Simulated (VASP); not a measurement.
Runs of VASP 6.6.1 on TiAl3. The structure is that of space group Pm-3m (No. 221), or close to it. The cells are those of the table. 

```csv
cell,further INCAR settings,gap on the mesh (eV),pressure (GPa)
"a = 4.067, b = 4.067, c = 3.948 Å, 4 atoms",ALGO = Fast; EDIFF = 1e-07; NBANDS = 18,none,-5.7
"a = 4.067, b = 4.067, c = 3.889 Å, 4 atoms",ALGO = Fast; EDIFF = 1e-06; NBANDS = 18,none,(b)
"a = 4.067, b = 4.067, c = 3.830 Å, 4 atoms",ALGO = Fast; EDIFF = 1e-07; NBANDS = 18,none,(a)
"a = 4.008, b = 4.008, c = 4.067 Å, 4 atoms",ALGO = Fast; EDIFF = 1e-07; NBANDS = 18,none,-5.8
"a = 4.008, b = 4.008, c = 3.948 Å, 4 atoms",ALGO = Fast; EDIFF = 1e-07; NBANDS = 18,none,-3.0
"a = 4.067, b = 4.067, c = 4.008 Å, 4 atoms",ALGO = Fast; EDIFF = 1e-07; NBANDS = 18,none,-7.0
```

Alike in all rows: task single point; level PBEsol; potentials or basis VASP PAW PBE potentials, release 64 (Ti_sv, Al); no spin polarisation; k mesh 12 × 12 × 12; cutoff (eV) 520; smearing gaussian 0.15 eV.

**Question.** Fill in the values left out.

**Answer.** (a) -2.7; (b) -4.3.

Caveats: the PAW data sets were made with another functional, which shifts forces and pressure a little; the cell stands under tension (at least some runs).

A gap of «none» marks levels without a gap at the run's occupations.
